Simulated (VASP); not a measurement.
# Al (a cell with a defect) in VASP: notebook

Al (a cell with a defect) is run at these levels: PBE; tasks: single point, relaxation of the atoms.

Everything below comes from runs of VASP 6.6.1. Logs are shortened: lines on timing, memory, paths and dates and some standing lists are left out, and cuts for length are marked.

## (1) The cell of the first run

The cell holds a defect, 31 atoms: a = 8.100 Å, b = 8.100 Å, c = 8.100 Å, α = 90.00°, β = 90.00°, γ = 90.00°.

## (2) Single point, PBE

File INCAR:

```
SYSTEM = Al
PREC = Accurate
ENCUT = 520
EDIFF = 1E-7
ISMEAR = 0
SIGMA = 0.05
LREAL = Auto
LASPH = .TRUE.
NELM = 60
ALGO = Normal
ISIF = 2
LWAVE = .FALSE.
LCHARG = .TRUE.
GGA = PE
LELF = .TRUE.
LVHAR = .TRUE.
NBANDS = 68
```

File KPOINTS:

```
Automatic mesh
0
G
  3 3 3
  0 0 0
```

File POSCAR:

```
Al
1.0
    8.1000000000      0.0000000000      0.0000000000
    0.0000000000      8.1000000000      0.0000000000
    0.0000000000      0.0000000000      8.1000000000
Al
31
Direct
    0.5009208810      0.0002568833      0.0011398767
    0.7490417948      0.2521548291      0.0012510664
    0.7518507720      0.0001379330      0.2520891889
    0.0010319329      0.0002135982      0.0011609959
    0.2527913628      0.2520745042      0.0011500237
    0.7490725710      0.7481352605      0.0011327051
    0.2500658406      0.0002714243      0.2521226448
    0.5009283069      0.2521247288      0.2492186138
    0.7489941400      0.5001767555      0.2493807607
    0.5009356322      0.0001971082      0.5011053881
    0.7517190748      0.2492546265      0.5011775932
    0.7517804986      0.0002048756      0.7503635762
    0.0009313310      0.5001775442      0.0012357832
    0.2528325199      0.7483285309      0.0011392436
    0.0009564632      0.2493895475      0.2520830716
    0.2528378371      0.5000996065      0.2490940887
    0.5009196099      0.7483197687      0.2491970975
    0.0008919772      0.0002866575      0.5011472574
    0.2500732722      0.2493373342      0.5011640054
    0.5008481470      0.5002896788      0.5011750637
    0.7518473050      0.7511309491      0.5012225433
    0.2501957329      0.0001665254      0.7501342902
    0.5009831505      0.2521962397      0.7530937985
    0.7492377787      0.5001364860      0.7530107550
    0.0010199782      0.7510132953      0.2520843783
    0.0010084933      0.5001893699      0.5011548902
    0.2500341387      0.7511344403      0.5011362858
    0.0009971340      0.2492663286      0.7502871388
    0.2528083195      0.5002112974      0.7531472583
    0.5010220877      0.7482297295      0.7530581745
    0.0010130164      0.7510991434      0.7502693427
```

Potentials or basis: VASP PAW PBE potentials, release 64 (Al).

Started as:

```
$ cat potpaw_PBE.64/Al/POTCAR > POTCAR
$ mpirun -np 1 vasp_std > vasp.out
```

OUTCAR:

```text
SYSTEM = Al
   PREC = Accurate
   ENCUT = 520
   EDIFF = 1E-7
   ISMEAR = 0
   LREAL = Auto
   LASPH = .TRUE.
   NELM = 60
   ISIF = 2
   GGA = PE

 ion  position               nearest neighbor table
   1  0.501  0.000  0.001-   5 2.86   8 2.86  23 2.86  17 2.86  14 2.86   2 2.86  30 2.86   6 2.87
                            12 2.87  22 2.87   7 2.87   3 2.87
   2  0.749  0.252  0.001-   8 2.84   9 2.84  23 2.84  24 2.84  13 2.86   1 2.86  15 2.88  12 2.88
                             3 2.88  28 2.88   4 2.89
   3  0.752  0.000  0.252-  18 2.85  21 2.85  11 2.85  25 2.85  15 2.85  10 2.86   4 2.86   1 2.87
                            17 2.88   2 2.88   8 2.88   6 2.88
   4  0.001  0.000  0.001-  28 2.86   7 2.86  31 2.86  12 2.86  15 2.86   3 2.86  25 2.86  22 2.86
                             5 2.88  14 2.88   2 2.89   6 2.89
   5  0.253  0.252  0.001-  16 2.84  29 2.84   8 2.84  23 2.84   1 2.86  13 2.86  28 2.88  15 2.88
                             7 2.88  22 2.88   4 2.88
   6  0.749  0.748  0.001-  24 2.84  30 2.84   9 2.84  17 2.84  13 2.86   1 2.87  31 2.88  12 2.88
                            25 2.88   3 2.88   4 2.89
   7  0.250  0.000  0.252-  19 2.85  27 2.85  18 2.85  15 2.85  25 2.85  10 2.86   4 2.86   1 2.87
                             8 2.88   5 2.88  17 2.88  14 2.88
   8  0.501  0.252  0.249-  16 2.84   2 2.84   9 2.84   5 2.84   1 2.86  20 2.86   7 2.88  11 2.88
                            19 2.88   3 2.88  10 2.89
   9  0.749  0.500  0.249-   8 2.84   2 2.84   6 2.84  17 2.84  20 2.86  13 2.86  11 2.88  15 2.88
[... 31 lines left out ...]
  25  0.001  0.751  0.252-  27 2.85   3 2.85   7 2.85  21 2.85  18 2.85  26 2.86   4 2.86  13 2.87
                            16 2.88  14 2.88   9 2.88   6 2.88
  26  0.001  0.500  0.501-  15 2.86  25 2.86  19 2.86  27 2.86  31 2.86  28 2.86  21 2.86  11 2.87
                            24 2.88   9 2.89  29 2.89  16 2.89
  27  0.250  0.751  0.501-  22 2.85  25 2.85   7 2.85  31 2.85  18 2.85  10 2.86  26 2.86  20 2.87
                            17 2.88  30 2.88  29 2.88  16 2.88
  28  0.001  0.249  0.750-  18 2.85  19 2.85  12 2.85  22 2.85  11 2.85   4 2.86  26 2.86  13 2.87
                            24 2.88   5 2.88  29 2.88   2 2.88
  29  0.253  0.500  0.753-  14 2.84   5 2.84  23 2.84  30 2.84  13 2.86  20 2.86  31 2.88  28 2.88
                            19 2.88  27 2.88  26 2.89
  30  0.501  0.748  0.753-   6 2.84  29 2.84  14 2.84  24 2.84  20 2.86   1 2.86  21 2.88  12 2.88
                            22 2.88  27 2.88  10 2.89
  31  0.001  0.751  0.750-  27 2.85  21 2.85  22 2.85  18 2.85  12 2.85   4 2.86  26 2.86  13 2.87
                            29 2.88  14 2.88  24 2.88   6 2.88

  LATTYP: Found a simple cubic cell.
 ALAT       =     8.1000000000

  Lattice vectors:

 A1 = (   8.1000000000,   0.0000000000,   0.0000000000)
 A2 = (   0.0000000000,   8.1000000000,   0.0000000000)
 A3 = (   0.0000000000,   0.0000000000,   8.1000000000)

Analysis of symmetry for initial positions (statically):
=====================================================================
 Subroutine PRICEL returns:
 Original cell was already a primitive cell.

 Routine SETGRP: Setting up the symmetry group for a
 simple cubic supercell.

 Subroutine GETGRP returns: Found  1 space group operations
 (whereof  1 operations were pure point group operations)
 out of a pool of 48 trial point group operations.

The static configuration has the point symmetry C_1 .

Analysis of symmetry for dynamics (positions and initial velocities):
=====================================================================
 Subroutine PRICEL returns:
 Original cell was already a primitive cell.

 Routine SETGRP: Setting up the symmetry group for a
 simple cubic supercell.

 Subroutine GETGRP returns: Found  1 space group operations
 (whereof  1 operations were pure point group operations)
 out of a pool of 48 trial point group operations.

The dynamic configuration has the point symmetry C_1 .

 Subroutine INISYM returns: Found  1 space group operations
 (whereof  1 operations are pure point group operations),
 and found     1 'primitive' translations

----------------------------------------------------------------------------------------

                                     Primitive cell

  volume of cell :     531.4410

  direct lattice vectors                    reciprocal lattice vectors
     8.100000000  0.000000000  0.000000000     0.123456790  0.000000000  0.000000000
     0.000000000  8.100000000  0.000000000     0.000000000  0.123456790  0.000000000
     0.000000000  0.000000000  8.100000000     0.000000000  0.000000000  0.123456790
[... 84 lines left out ...]
     0.000000000  0.000000000  0.041152263     0.000000000  0.000000000  0.333333333

  Length of vectors
     0.041152263  0.041152263  0.041152263

  Shift w.r.t. Gamma in fractional coordinates (k-lattice)
     0.000000000  0.000000000  0.000000000

 Subroutine IBZKPT returns following result:
 ===========================================

 Found     14 irreducible k-points:

 Following reciprocal coordinates:
            Coordinates               Weight
  0.000000  0.000000  0.000000      1.000000
  0.333333  0.000000  0.000000      2.000000
  0.000000  0.333333  0.000000      2.000000
  0.000000  0.000000  0.333333      2.000000
  0.333333  0.333333  0.000000      2.000000
  0.000000  0.333333  0.333333      2.000000
  0.333333  0.000000  0.333333      2.000000
 -0.333333  0.333333  0.000000      2.000000
 -0.333333  0.000000  0.333333      2.000000
  0.000000 -0.333333  0.333333      2.000000
  0.333333  0.333333  0.333333      2.000000
 -0.333333  0.333333  0.333333      2.000000
 -0.333333 -0.333333  0.333333      2.000000
  0.333333 -0.333333  0.333333      2.000000
   k-points           NKPTS =     14   k-points in BZ     NKDIM =     14   number of bands    NBANDS=     68
   number of dos      NEDOS =    301   number of ions     NIONS =     31
   total plane-waves  NPLWV = 216000
   dimension x,y,z NGX =    60 NGY =   60 NGZ =   60
   dimension x,y,z NGXF=   120 NGYF=  120 NGZF=  120
   ions per type =              31
   NGX,Y,Z   is equivalent  to a cutoff of  12.31, 12.31, 12.31 a.u.
   NGXF,Y,Z  is equivalent  to a cutoff of  24.63, 24.63, 24.63 a.u.
 SYSTEM =  Al
   PREC   = accura    normal or accurate (medium, high low for compatibility)
   ISTART =      0    job   : 0-new  1-cont  2-samecut
   ICHARG =      2    charge: 1-file 2-atom 10-const
   ISPIN  =      1    spin polarized calculation?
   LNONCOLLINEAR =      F non collinear calculations
   LSORBIT =      F    spin-orbit coupling
   LASPH  =      T    aspherical Exc in radial PAW
   ENCUT  =  520.0 eV  38.22 Ry    6.18 a.u.  15.06 15.06 15.06*2*pi/ulx,y,z
   NELM   =     60;   NELMIN=  2; NELMDL= -5     # of ELM steps
   EDIFF  = 0.1E-06   stopping-criterion for ELM
   LREAL  =      T    real-space projection
   EDIFFG = 0.1E-05   stopping-criterion for IOM
   NSW    =      0    number of steps for IOM
   IBRION =     -1    ionic relax: 0-MD 1-quasi-New 2-CG
   NFREE  =      0    steps in history (QN), initial steepest desc. (CG)
   ISIF   =      2    stress and relaxation
   ISYM   =      2    0-nonsym 1-usesym 2-fastsym
   POTIM  = 0.5000    time-step for ionic-motion
   TEBEG  =    0.0;   TEEND  =   0.0 temperature during run
   PSTRESS=    0.0 pullay stress
   NELECT =      93.0000    total number of electrons
   NUPDOWN=      -1.0000    fix difference up-down
   EMIN   =  10.00;   EMAX   =-10.00  energy-range for DOS
   EFERMI =   0.00;   METHOD = LEGACY
   ISMEAR =     0;   SIGMA  =   0.05  broadening in eV -4-tet -1-fermi 0-gaus
   EFERMI_NEDOS =   21; number of points for ismear=-14 and -15
   IALGO  =     38    algorithm
   IMIX   =      4    mixing-type and parameters
     AMIX     =   0.40;   BMIX     =  1.00
     AMIX_MAG =   1.60;   BMIX_MAG =  1.00
  volume/ion in A,a.u.               =      17.14       115.69
  Fermi-wavevector in a.u.,A,eV,Ry     =   0.915695  1.730412 11.408446  0.838497
  Thomas-Fermi vector in A             =   2.040466
   LORBIT       =      0    0 simple, 1 ext, 2 COOP (PROOUT), +10 PAW based schemes
   GGA     = PE    functional components
   LHFCALC =     F    Hartree Fock is set to
   AEXX    =    0.0000 exact exchange contribution
   IVDW    =     0    specifies the selected vdW correction
   LEPSILON=     F    determine dielectric tensor
   LRPA    =     F    only Hartree local field effects (RPA)
 non-spin polarized calculation
 Gauss-broadening in eV      SIGMA  =   0.05
  energy-cutoff  :      520.00
  volume of cell :      531.44
 maximum number of plane-waves:     14358
   NGX = 31   NGY = 31   NGZ = 31

 number of electron      92.9999999 magnetization

 Free energy of the ion-electron system (eV)
  ---------------------------------------------------
  ext. energy  EPLUGINS =         0.00000000
  ---------------------------------------------------
  free energy    TOTEN  =      -115.95528908 eV

  energy without entropy =     -115.93575963  energy(sigma->0) =     -115.94552436

 E-fermi :   7.4453     XC(G=0): -10.0285

 val. band max:        7.4033151628   @ k =  -0.3333  -0.3333   0.3333
 cond. band min:       7.4592245837   @ k =   0.3333  -0.3333   0.3333
 fundamental gap:      0.0559094210
 Fermi energy:         7.4452591599

 k-point     1 :       0.0000    0.0000    0.0000
  band No.  band energies     occupation
      1      -3.3728      2.00000
      2      -1.2193      2.00000
      3      -1.2176      2.00000
      4      -1.1736      2.00000
      5      -1.1730      2.00000
      6      -1.1725      2.00000
[... 843 lines left out ...]
     57       9.2717      0.00000
     58       9.5238      0.00000
 [bands above 58 left out]

------------------------ aborting loop because EDIFF is reached ----------------------------------------

  FORCE on cell =-STRESS in cart. coord.  units (eV):
  Direction    XX          YY          ZZ          XY          YZ          ZX
  --------------------------------------------------------------------------------------
  -------------------------------------------------------------------------------------
  Total       -3.7504685     -3.7710519     -3.7378231     -0.0000101      0.0063706      0.0021963
  in kB      -11.3068347    -11.3688892    -11.2687116     -0.0000305      0.0192059      0.0066214
  external PRESSURE =     -11.3148118 kB  Pullay stress =       0.0000000 kB

 VOLUME and BASIS-vectors are now :
 -----------------------------------------------------------------------------
  energy-cutoff  :      520.00
  volume of cell :      531.44
      direct lattice vectors                 reciprocal lattice vectors
     8.100000000  0.000000000  0.000000000     0.123456790  0.000000000  0.000000000
     0.000000000  8.100000000  0.000000000     0.000000000  0.123456790  0.000000000
     0.000000000  0.000000000  8.100000000     0.000000000  0.000000000  0.123456790

 POSITION                                       TOTAL-FORCE (eV/Angst)
 -----------------------------------------------------------------------------------
      4.05746      0.00208      0.00923         0.002880     -0.000819      0.003179
      6.06724      2.04245      0.01013        -0.003420      0.001545     -0.000537
      6.08999      0.00112      2.04192         0.001780      0.000322     -0.002994
      0.00836      0.00173      0.00940        -0.000616     -0.000099      0.003152
      2.04761      2.04180      0.00932         0.001559      0.000229     -0.002060
      6.06749      6.05990      0.00917        -0.003881      0.000161      0.002125
[... 23 lines left out ...]
      4.05828      6.06066      6.09977        -0.002151     -0.002115     -0.000009
      0.00821      6.08390      6.07718         0.001185      0.006441     -0.000979
 -----------------------------------------------------------------------------------
    total drift:                                0.066975      0.008704      0.090120

  FREE ENERGIE OF THE ION-ELECTRON SYSTEM (eV)
  ---------------------------------------------------
  free  energy   TOTEN  =      -115.9552890784 eV

  energy  without entropy=     -115.9357596325  energy(sigma->0) =     -115.94552436
```

It took 6.8 min on 1 thread of Intel Xeon Platinum 8488C (Sapphire Rapids), shared host; peak memory 0.62 GiB.

Results:

| Item | Value |
| --- | --- |
| Free energy | -115.9553 eV |
| Pressure | -1.1 GPa |
| Largest force | 0.009 eV/Å |
| Band gap on the k mesh | zero (an odd number of electrons rules out a gap without spin polarisation) |

Forces on the atoms (eV/Å):
```
Al   0.003 -0.001  0.003
Al  -0.003  0.002 -0.001
Al   0.002  0.000 -0.003
Al  -0.001  0.000  0.003
Al   0.002  0.000 -0.002
Al  -0.004  0.000  0.002
Al  -0.003 -0.003  0.001
Al   0.000  0.002 -0.003
Al  -0.006  0.003 -0.006
Al   0.003  0.001  0.004
Al   0.005 -0.001  0.001
Al   0.007  0.000 -0.004
Al   0.002  0.001  0.001
Al   0.000 -0.001 -0.001
Al  -0.002 -0.006  0.001
Al   0.005  0.003  0.001
Al   0.001 -0.005 -0.003
Al   0.002  0.000  0.003
Al  -0.001 -0.003  0.003
Al   0.003  0.000  0.002
Al   0.002  0.000 -0.001
Al  -0.006 -0.001 -0.002
Al  -0.003  0.001 -0.001
Al  -0.005  0.000  0.001
Al  -0.002  0.005  0.000
Al   0.001  0.001  0.003
Al  -0.002  0.003  0.001
Al   0.002 -0.004 -0.002
Al   0.001 -0.001 -0.002
Al  -0.002 -0.002  0.000
Al   0.001  0.006 -0.001
```

## (3) Relaxation of the atoms, PBE

File INCAR:

```
ALGO = Normal
EDIFF = 1E-6
EDIFFG = -0.03
ENCUT = 520
GGA = PE
IBRION = 2
ISIF = 2
ISMEAR = 0
LASPH = T
LCHARG = F
LREAL = Auto
LWAVE = F
NELM = 60
NSW = 80
PREC = Accurate
SIGMA = 0.05
```

File KPOINTS:

```
k-points
0
Gamma
  3 3 3
```

File POSCAR:

```
Al
1.0
    8.1000000000      0.0000000000      0.0000000000
    0.0000000000      8.1000000000      0.0000000000
    0.0000000000      0.0000000000      8.1000000000
Al
31
Direct
    0.5000000000      0.0000000000      0.0000000000
    0.7500000000      0.2500000000      0.0000000000
    0.7500000000      0.0000000000      0.2500000000
    0.0000000000      0.0000000000      0.0000000000
    0.5000000000      0.5000000000      0.0000000000
    0.7500000000      0.7500000000      0.0000000000
    0.2500000000      0.0000000000      0.2500000000
    0.5000000000      0.2500000000      0.2500000000
    0.7500000000      0.5000000000      0.2500000000
    0.5000000000      0.0000000000      0.5000000000
    0.7500000000      0.2500000000      0.5000000000
    0.7500000000      0.0000000000      0.7500000000
    0.0000000000      0.5000000000      0.0000000000
    0.2500000000      0.7500000000      0.0000000000
    0.0000000000      0.2500000000      0.2500000000
    0.2500000000      0.5000000000      0.2500000000
    0.5000000000      0.7500000000      0.2500000000
    0.0000000000      0.0000000000      0.5000000000
    0.2500000000      0.2500000000      0.5000000000
    0.5000000000      0.5000000000      0.5000000000
    0.7500000000      0.7500000000      0.5000000000
    0.2500000000      0.0000000000      0.7500000000
    0.5000000000      0.2500000000      0.7500000000
    0.7500000000      0.5000000000      0.7500000000
    0.0000000000      0.7500000000      0.2500000000
    0.0000000000      0.5000000000      0.5000000000
    0.2500000000      0.7500000000      0.5000000000
    0.0000000000      0.2500000000      0.7500000000
    0.2500000000      0.5000000000      0.7500000000
    0.5000000000      0.7500000000      0.7500000000
    0.0000000000      0.7500000000      0.7500000000
```

Potentials or basis: VASP PAW PBE potentials, release 64 (Al).

Started as:

```
$ cat potpaw_PBE.64/Al/POTCAR > POTCAR
$ mpirun -np 1 vasp_std > vasp.out
```

Run time: 8.5 min. Hardware: 1 thread of Oxide Virtual Turin-like, shared host; peak memory 0.52 GiB.

Results (log left out):

| Quantity | Value |
| --- | --- |
| Free energy | -115.9537 eV |
| Energy gained by relaxing | 0.8 meV/atom |
| Ionic steps | 4 |
| Pressure after relaxing | -1.1 GPa |
| Largest force after relaxing | 0.018 eV/Å |
| Band gap on the k mesh | zero (an odd number of electrons rules out a gap without spin polarisation) |

Forces on the atoms (eV/Å):
```
Al  -0.012  0.012  0.000
Al   0.000  0.000  0.000
Al   0.000  0.013 -0.013
Al   0.012  0.012  0.000
Al  -0.012 -0.012  0.000
Al   0.000  0.000  0.000
Al   0.000  0.012 -0.012
Al  -0.012  0.000 -0.012
Al   0.000 -0.013 -0.013
Al  -0.013  0.013  0.000
Al   0.000  0.000  0.000
Al   0.000  0.013  0.013
Al   0.012 -0.012  0.000
Al   0.000  0.000  0.000
Al   0.012  0.000 -0.012
Al   0.000 -0.012 -0.012
Al  -0.013  0.000 -0.013
Al   0.013  0.013  0.000
Al   0.000  0.000  0.000
Al  -0.013 -0.013  0.000
Al   0.000  0.000  0.000
Al   0.000  0.012  0.012
Al  -0.012  0.000  0.012
Al   0.000 -0.013  0.013
Al   0.013  0.000 -0.013
Al   0.013 -0.013  0.000
Al   0.000  0.000  0.000
Al   0.012  0.000  0.012
Al   0.000 -0.012  0.012
Al  -0.013  0.000  0.013
Al   0.013  0.000  0.013
```

The path:
```tsv
step	energy change (eV)	largest force (eV/Å)	pressure (GPa)
1	0.0000	0.1259	-1.13
2	-0.0126	0.0940	-1.11
3	-0.0233	0.0324	-1.12
4	-0.0235	0.0185	-1.12
```

Final structure:
```
Al
1.0
     8.10000    0.00000    0.00000
     0.00000    8.10000    0.00000
     0.00000    0.00000    8.10000
Al
31
Direct
  0.49840 0.00160 0.00000
  0.75000 0.25000 0.00000
  0.75000 0.99872 0.25128
  0.00160 0.00160 0.00000
  0.49840 0.49840 0.00000
  0.75000 0.75000 0.00000
  0.25000 0.00160 0.24840
  0.49840 0.25000 0.24840
  0.75000 0.50128 0.25128
  0.50128 0.99872 0.50000
  0.75000 0.25000 0.50000
  0.75000 0.99872 0.74872
  0.00160 0.49840 0.00000
  0.25000 0.75000 0.00000
  0.00160 0.25000 0.24840
  0.25000 0.49840 0.24840
  0.50128 0.75000 0.25128
  0.99872 0.99872 0.50000
  0.25000 0.25000 0.50000
  0.50128 0.50128 0.50000
  0.75000 0.75000 0.50000
  0.25000 0.00160 0.75160
  0.49840 0.25000 0.75160
  0.75000 0.50128 0.74872
  0.99872 0.75000 0.25128
  0.99872 0.50128 0.50000
  0.25000 0.75000 0.50000
  0.00160 0.25000 0.75160
  0.25000 0.49840 0.75160
  0.50128 0.75000 0.74872
  0.99872 0.75000 0.74872
```

Levels at points of the mesh, in eV from the Fermi level:
```tsv
k point	band 43	band 44	band 45	band 46	band 47	band 48	band 49	band 50
(0.00, 0.00, 0.00)	-0.27	-0.27	-0.27	0.42	0.50	0.50	0.50	0.55
```
